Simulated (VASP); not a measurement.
A run of VASP 6.6.1 is set up as follows.

The input INCAR:

```
PREC = Accurate
ENCUT = 600
EDIFF = 1E-6
ISMEAR = 0
SIGMA = 0.1
LREAL = F
LASPH = T
NELM = 60
ALGO = Normal
ISIF = 3
LWAVE = F
LCHARG = F
GGA = PE
IBRION = 2
NSW = 80
EDIFFG = -0.01
```

Contents of KPOINTS:

```
Automatic mesh
0
Gamma
  12 12 4
```

Contents of POSCAR:

```
Sb
1.0
    3.3488276136      0.0000000000      0.0000000000
   -1.6744138068      2.9001697863      0.0000000000
    0.0000000000      0.0000000000     11.3047719243
Sb
4
Direct
    0.0000000000      0.0000000000      0.0000000000
    0.3333333333      0.6666666667      0.2500000000
    0.0000000000      0.0000000000      0.5000000000
    0.6666666667      0.3333333333      0.7500000000
```

Potentials or basis: VASP PAW PBE potentials, release 64 (Sb).

The run is started by

```bash
$ cat potpaw_PBE.64/Sb/POTCAR > POTCAR
$ mpirun -np 1 vasp_std > vasp.out
```

(1) Predict the relaxed cell.

(2) Estimate the space group after relaxing (to 0.1 Å).

(3) What does it give for the relaxed volume?

Results:

(1) a = 3.357 Å, b = 3.357 Å, c = 11.227 Å, α = 90.00°, β = 90.00°, γ = 120.00°.

(2) P6_3/mmc (No. 194).

(3) 27.40 Å³/atom.

Caveat: the highest band is partly filled, so the run has too few bands.
